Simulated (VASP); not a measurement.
Input of a VASP 6.6.1 run:

Contents of INCAR:

```
SYSTEM = Sb
ALGO = Normal
EDIFF = 1E-6
ENCUT = 520
GGA = PE
GGA_COMPAT = .FALSE.
ISIF = 2
ISMEAR = -1
LASPH = .TRUE.
LCHARG = .FALSE.
LNONCOLLINEAR = .TRUE.
LORBIT = 11
LORBMOM = .TRUE.
LREAL = .FALSE.
LSORBIT = .TRUE.
LWAVE = .FALSE.
MAGMOM = 0 0 0 0 0 0
NBANDS = 22
NELM = 150
PREC = Accurate
SIGMA = 0.05
```

KPOINTS

```
k-points
0
G
  6 6 6
  0 0 0
```

POSCAR

```
Sb
1.0
    2.1542000000      1.2437279499      3.7580000000
   -2.1542000000      1.2437279499      3.7580000000
    0.0000000000     -2.4874558998      3.7580000000
Sb
2
Direct
    0.7665100000      0.7665100000      0.7665100000
    0.2334900000      0.2334900000      0.2334900000
```

Potentials or basis: VASP PAW PBE potentials, release 64 (Sb).

Command:

```sh
$ cat potpaw_PBE.64/Sb/POTCAR > POTCAR
$ mpirun -np 1 vasp_ncl > vasp.out
```

Q: Predict the pressure.

A: 2.9 GPa.

Q: Predict the net moment.

A: 0.00 μB per cell.

Stress tensor (GPa, compression positive):
```
3.04 0.00 0.00
0.00 3.04 0.00
0.00 0.00 2.63
```
